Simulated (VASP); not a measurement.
# Ga: single point with RPBE

Crystal: Ga.

```
CELL_PARAMETERS angstrom
0.00000 2.05365 2.05365
2.05365 0.00000 2.05365
2.05365 2.05365 0.00000
ATOMIC_POSITIONS crystal
Ga 0.00000 0.00000 0.00000
```

This cell differs from its parent crystal: volume scaled by 0.88.

- Program: VASP 6.6.1
- Task: single point
- Functional: RPBE
- Potentials or basis: VASP PAW PBE potentials, release 64 (Ga_d)
- Cutoff: 520 eV
- k mesh: 14 × 14 × 14
- Occupations: fermi-dirac, width 0.1 eV
- Spin: no spin polarisation

```yaml
Pressure: 7.6 GPa
```

Levels at points of the mesh, in eV from the Fermi level:
```
           k point  band 4  band 5  band 6  band 7  band 8  band 9
(0.00, 0.00, 0.00)  -14.97  -14.97  -11.81   13.16   13.16   13.16
(0.50, 0.00, 0.00)  -14.84  -14.84   -5.09   -4.51   10.57   10.57
(0.50, 0.50, 0.00)  -14.81  -14.81   -2.96   -2.23    5.13    5.13
```

Run time: 13 s on 1 thread of Intel Xeon 6975P-C, on a shared host, peak memory 0.15 GiB.

Caveat: the PAW data sets were made with another functional, which shifts forces and pressure a little.
